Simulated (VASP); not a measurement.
## HfIn4SiO6: single point with PBE+D3(BJ)

The system is HfIn4SiO6.

```
Hf In Si O
1.0
     2.69497   -4.66748    0.00921
     2.69497    4.66748    0.00921
    -1.86186    0.00000    7.25673
Hf In Si O
1 4 1 6
Cartesian
  2.6950 -2.6909 0.0092
  1.7640 -1.1302 3.6376
  2.6950 0.4209 0.0092
  1.7640 2.0020 3.6376
  1.7640 -4.2742 3.6376
  2.6950 3.5323 0.0092
  -1.1420 0.2408 6.2674
  4.6701 0.2408 1.0077
  1.9815 -1.2024 6.2781
  1.5466 -1.2024 0.9971
  1.8587 2.2237 0.9972
  1.6694 2.2237 6.2779
```

```yaml
Program: VASP 6.6.1
Task: single point
Functional: PBE
Dispersion: D3(BJ)
Potentials_or_basis: VASP PAW PBE potentials, release 64 (Hf_pv, In_d, Si, O)
Cutoff: 520 eV
k_mesh: 4 × 4 × 3
Occupations: fermi-dirac, width 0.05 eV
Spin: no spin polarisation
Dipole_correction: no
Further_INCAR_settings: ALGO = Normal; EDIFF = 1e-06; NBANDS = 63
```

```
Pressure                   : -0.4 GPa
Largest force              : 0.140 eV/Å
Band gap on the k mesh     : zero (bands 51 and 52 overlap by 1.21 eV)
Dispersion energy per atom : -0.234 eV
```

Forces in eV/Å, atoms in the order of the input:
```
Hf   0.000  0.003  0.000
In   0.000  0.000  0.000
In   0.000  0.002  0.000
In   0.000  0.001  0.000
In   0.000 -0.001  0.000
Si   0.000  0.002  0.000
O   -0.053  0.121  0.036
O    0.053  0.121 -0.036
O   -0.082 -0.108  0.035
O    0.082 -0.108 -0.035
O   -0.132 -0.016 -0.037
O    0.132 -0.016  0.037
```

Stress tensor (GPa, compression positive):
```
-0.48  0.00  0.01
 0.00 -0.48  0.00
 0.01  0.00 -0.36
```

Levels at points of the mesh, in eV from the Fermi level:
```
           k point  band 49  band 50  band 51  band 52  band 53  band 54
(0.00, 0.00, 0.00)    -0.79    -0.56    -0.45    -0.31    -0.17    -0.13
(0.50, 0.00, 0.00)    -3.62    -2.42    -1.93     1.04     1.44     1.75
(0.50, 0.50, 0.00)    -3.79    -2.34    -1.72     1.11     1.49     1.55
```

Run time: 120 s on 1 thread of Intel(R) Xeon(R) 6975P-C (Granite Rapids), with other jobs on the host, peak memory 0.39 GiB.

Caveat: spin-orbit coupling is left out, which moves the levels of the heavy elements.
